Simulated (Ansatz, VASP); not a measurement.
# AlAs: VASP beside Ansatz

```
CELL_PARAMETERS angstrom
0.00000 2.75282 2.75282
2.75282 0.00000 2.75282
2.75282 2.75282 0.00000
ATOMIC_POSITIONS crystal
Al 0.00000 0.00000 0.00000
As 0.25000 0.25000 0.25000
```

Alike in both runs: task single point; functional PBE; k mesh 6 × 6 × 6; no spin polarisation.

|  | VASP | Ansatz |
| --- | --- | --- |
| version | VASP 6.6.1 | Ansatz 0.2.0 |
| potentials or method | VASP PAW PBE potentials, release 64 (Al, As), cutoff 500 eV | plane waves, PAW |
| occupations | gaussian, width 0.01 eV | fixed |
| valence electrons in the cell | 8 | 18 |

Ansatz gave:

* pressure (GPa): 10.3

Task: Estimate VASP's values.

Result: Pressure (GPa): 10.6.

VASP's potentials hold 8 valence electrons a cell and Ansatz's 18, so a difference there can come from the potentials and not from the codes.
